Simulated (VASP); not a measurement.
Here is a VASP 6.6.1 calculation.

Contents of INCAR:

```
SYSTEM = Nb
PREC     = Accurate       ! precision mode
ENCUT    = 520            ! plane-wave cutoff, eV
EDIFF    = 1E-7           ! SCF threshold, eV
ISMEAR   = 0              ! smearing method
SIGMA    = 0.023          ! smearing width, eV
LREAL    = .FALSE.        ! projectors in reciprocal space
LASPH    = .TRUE.         ! aspherical terms in the spheres
NELM     = 60             ! most SCF steps
ALGO     = Normal         ! electronic algorithm
ISIF     = 2              ! what is computed and relaxed
LWAVE    = .FALSE.        ! write WAVECAR
LCHARG   = .FALSE.        ! write CHGCAR
GGA      = PE             ! functional
NBANDS   = 12             ! bands
```

File KPOINTS:

```
regular mesh
0
G
  11 11 11
  0 0 0
```

Contents of POSCAR:

```
Nb
1.0
    0.0000000000      2.1150000000      2.1150000000
    2.1150000000      0.0000000000      2.1150000000
    2.1150000000      2.1150000000      0.0000000000
Nb
1
Direct
    0.0000000000      0.0000000000      0.0000000000
```

Potentials or basis: VASP PAW PBE potentials, release 64 (Nb_sv).

Command:

```bash
$ cat potpaw_PBE.64/Nb_sv/POTCAR > POTCAR
$ mpirun -np 1 vasp_std > vasp.out
```

Estimate the pressure.

-2.3 GPa.
